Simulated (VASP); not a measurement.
Ti3Al:

```
Ti Al
1.0
     2.92754    0.00000    0.00000
    -1.46377    2.53533    0.00000
     0.00000    0.00000    9.22636
Ti Al
3 1
Direct
  0.33333 0.66667 0.24941
  0.33333 0.66667 0.75059
  0.66667 0.33333 0.00000
  0.66667 0.33333 0.50000
```

| Quantity | Value |
| --- | --- |
| Program | VASP 6.6.1 |
| Task | relaxation of cell and atoms |
| Functional | PBEsol |
| Potentials or basis | VASP PAW PBE potentials, release 64 (Ti_sv, Al) |
| Cutoff | 600 eV |
| k mesh | 10 × 10 × 3 |
| Occupations | fermi-dirac, width 0.05 eV |
| Spin | no spin polarisation |

At the start: pressure -3.6 GPa; volume 17.12 Å³/atom.

**Question.** How do energy, volume and symmetry change on relaxing?

**Answer.** Over 7 steps the energy falls by 6.4 meV/atom and the volume is 16.56 Å³/atom (-3.2 %); space group P-6m2 (No. 187, to 0.1 Å) before and after.

The path:
```
step  energy change (eV)  largest force (eV/Å)  pressure (GPa)  volume (Å³)
   1              0.0000                0.0904           -3.55        68.48
   2             -0.0125                0.0208            2.79        64.79
   3             -0.0253                0.0514            0.03        66.29
   4             -0.0252                0.0522           -0.01        66.33
   5             -0.0256                0.0288           -0.08        66.33
   6             -0.0256                0.0159           -0.08        66.33
   7             -0.0256                0.0050            0.06        66.26
```

Final structure:
```xyz
4
Lattice="2.8924 0.0000 0.0000 -1.4462 2.5049 0.0000 0.0000 0.0000 9.1447" Properties=species:S:1:pos:R:3 pbc="T T T"
Ti    0.0000    1.6699    2.2734
Ti    0.0000    1.6699    6.8713
Ti    1.4462    0.8350    9.1447
Al    1.4462    0.8350    4.5723
```

Caveat: the PAW data sets were made with another functional, which shifts forces and pressure a little.
